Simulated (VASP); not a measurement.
Input of a VASP 6.6.1 run:

File INCAR:

```
PREC = Accurate
ENCUT = 520
EDIFF = 1E-6
ISMEAR = -1
SIGMA = 0.05
LREAL = False
LASPH = True
NELM = 80
ALGO = Fast
ISIF = 2
LWAVE = False
LCHARG = False
GGA = PS
NBANDS = 22
```

Contents of KPOINTS:

```
Automatic mesh
0
Gamma
  8 8 4
```

Contents of POSCAR:

```
Bi
1.0
    3.2383762460      0.0000000000      0.0000000000
    0.0000000000      3.2216433200      0.0000000000
   -0.0804548793      0.0000000000      6.3150110124
Bi
2
Direct
    0.5442472500      0.0000000000      0.7495778900
    0.4557527500      0.0000000000      0.2504221100
```

Potentials or basis: VASP PAW PBE potentials, release 64 (Bi_d).

Run with:

```console
$ cat potpaw_PBE.64/Bi_d/POTCAR > POTCAR
$ mpirun -np 1 vasp_std > vasp.out
```

Q: What does it give for the pressure?

A: 0.6 GPa.

Q: What does it give for the largest force?

A: 0.037 eV/Å.

Stress tensor (GPa, compression positive):
```
-0.18  0.00 -0.04
 0.00  0.49  0.00
-0.04  0.00  1.42
```

Caveat: the PAW data sets were made with another functional, which shifts forces and pressure a little.
